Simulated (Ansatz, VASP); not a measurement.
**TiO2: VASP beside Ansatz**

```
Ti O
1.0
     4.56586    0.00000    0.00000
     0.00000    4.56586    0.00000
     0.00000    0.00000    2.91437
Ti O
2 4
Direct
  0.00000 0.00000 0.01177
  0.50000 0.50000 0.51177
  0.30510 0.30510 0.98239
  0.19490 0.80510 0.48239
  0.69490 0.69490 0.98239
  0.80510 0.19490 0.48239
```

Change from the starting cell: mode 1 frozen in at -0.052 Å, equal normal strain along x, y and z -0.0167.

Alike in both runs: task single point; functional PBE; k mesh 6 × 6 × 10; occupations gaussian, width 0.05 eV; no spin polarisation.

|  | VASP | Ansatz |
| --- | --- | --- |
| version | VASP 6.6.1 | Ansatz 0.2.0 |
| potentials or method | VASP PAW PBE potentials, release 64 (Ti_sv, O), cutoff 520 eV | scalar-relativistic, plane waves, PAW |
| valence electrons in the cell | 48 | 48 |

```tsv
	VASP	Ansatz	Ansatz less VASP
gap on the k mesh at the Fermi level (eV)	2.10	2.13	+0.030
least direct gap on the mesh (eV)	2.19	2.22	+0.031
pressure (GPa)	14.7	14.0	-0.70
traceless stress, the component that is largest in VASP (GPa)	2.98	2.73	-0.248
rms of the force components (eV/Å)	0.227	0.205	-0.0215
```

Atom by atom the forces differ by 0.022 eV/Å (rms over components). With one functional, cell and mesh, what is left measures potentials, basis and numerics.
